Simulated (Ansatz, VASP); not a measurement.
KBr: VASP beside Ansatz

INCAR

```
SYSTEM = KBr
ALGO = Normal
EDIFF = 1E-6
EDIFFG = -0.005
ENCUT = 600
GGA = RP
IBRION = 2
ISIF = 3
ISMEAR = -1
LASPH = .TRUE.
LCHARG = .FALSE.
LREAL = .FALSE.
LWAVE = .FALSE.
NELM = 100
NSW = 80
PREC = Accurate
SIGMA = 0.05
```

File KPOINTS:

```
k-points
0
G
  7 7 7
  0 0 0
```

File POSCAR:

```
KBr
1.0
    0.0000000000      3.3000000000      3.3000000000
    3.3000000000      0.0000000000      3.3000000000
    3.3000000000      3.3000000000      0.0000000000
Br K
1 1
Direct
    0.5000000000      0.5000000000      0.5000000000
    0.0000000000      0.0000000000      0.0000000000
```

File input.yaml:

```yaml
crystal:
  lattice:
    - [0.0, 3.3, 3.3]
    - [3.3, 0.0, 3.3]
    - [3.3, 3.3, 0.0]
  atoms:
    - { symbol: Br, position: [0.5, 0.5, 0.5] }
    - { symbol: K, position: [0.0, 0.0, 0.0] }
kpoints:
  mp_grid: { grid: [7, 7, 7] }
scf:
  occupations: { method: fermi_dirac, width: 0.05 }
hamiltonian:
  xc: rpbe
  pseudopotentials: { kind: all_electron, lapw: { basis_error: 0.001 } }
output:
  forces: true
  stress: true
relax:
  f_tol: 0.005
  max_steps: 60
  cell: {}
```

Alike in both runs: task relaxation of cell and atoms; functional RPBE; k mesh 7 × 7 × 7; occupations fermi-dirac, width 0.05 eV; no spin polarisation.

|  | VASP | Ansatz |
| --- | --- | --- |
| version | VASP 6.6.1 | Ansatz 0.2.0 |
| potentials or method | VASP PAW PBE potentials, release 64 (Br, K_sv), cutoff 600 eV | all-electron LAPW, scalar-relativistic |

VASP gave:

| Property | Result |
| --- | --- |
| relaxed volume (Å³/atom) | 41.52 |
| relaxed cell length with the largest relative difference (Å) | 4.897 |

**Question.** Which values does Ansatz return?

**Answer.** Relaxed volume (Å³/atom): 41.41; relaxed cell length with the largest relative difference (Å): 4.893.

VASP's potentials were made for PBE, not for RPBE. Ansatz ran all-electron here, and VASP with PAW potentials.

Noted on VASP's run: the volume moved by over 15 % at a fixed basis, so the end points are rough. Noted on Ansatz's run: the volume moved by over 15 % at a fixed basis, so the end points are rough.
